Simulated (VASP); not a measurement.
A run of VASP 6.6.1 is set up as follows.

The input POSCAR:

```
Ga3Se
1.0
    4.5193981489      0.0000000000      0.0000000000
    0.0000000000      4.5193981489      0.0000000000
    0.0000000000      0.0000000000      4.5193981489
Se Ga
1 3
Direct
    0.0000000000      0.0000000000      0.0000000000
    0.5000000000      0.5000000000      0.0000000000
    0.5000000000      0.0000000000      0.5000000000
    0.0000000000      0.5000000000      0.5000000000
```

INCAR.step1

```
  PREC = Accurate
  ENCUT = 520
  ISMEAR = -1
  SIGMA = 0.05
  LREAL = False
  LASPH = True
  NELM = 60
  NBANDS = 30
  GGA = PE
  ALGO = Normal
  EDIFF = 1E-4
  LWAVE = True
  LCHARG = False
```

File INCAR.step2:

```
  PREC = Accurate
  ENCUT = 520
  EDIFF = 1E-6
  ISMEAR = -1
  SIGMA = 0.05
  LREAL = False
  LASPH = True
  NELM = 60
  ALGO = Normal
  ISIF = 2
  LWAVE = False
  LCHARG = True
  METAGGA = R2SCAN
  LMIXTAU = True
  LELF = True
  LVHAR = True
  NBANDS = 30
  ISTART = 1
```

File KPOINTS:

```
regular mesh
0
Gamma
  6 6 6
```

Potentials or basis: VASP PAW PBE potentials, release 64 (Se, Ga_d).

Command:

```console
$ cat potpaw_PBE.64/Se/POTCAR potpaw_PBE.64/Ga_d/POTCAR > POTCAR
$ cp INCAR.step1 INCAR
$ mpirun -np 1 vasp_std > vasp.out
$ cp INCAR.step2 INCAR
$ mpirun -np 1 vasp_std > vasp.out
```

Question: Estimate the pressure.

Answer: -3.3 GPa.

Caveat: the PAW data sets were made with another functional, which shifts forces and pressure a little.
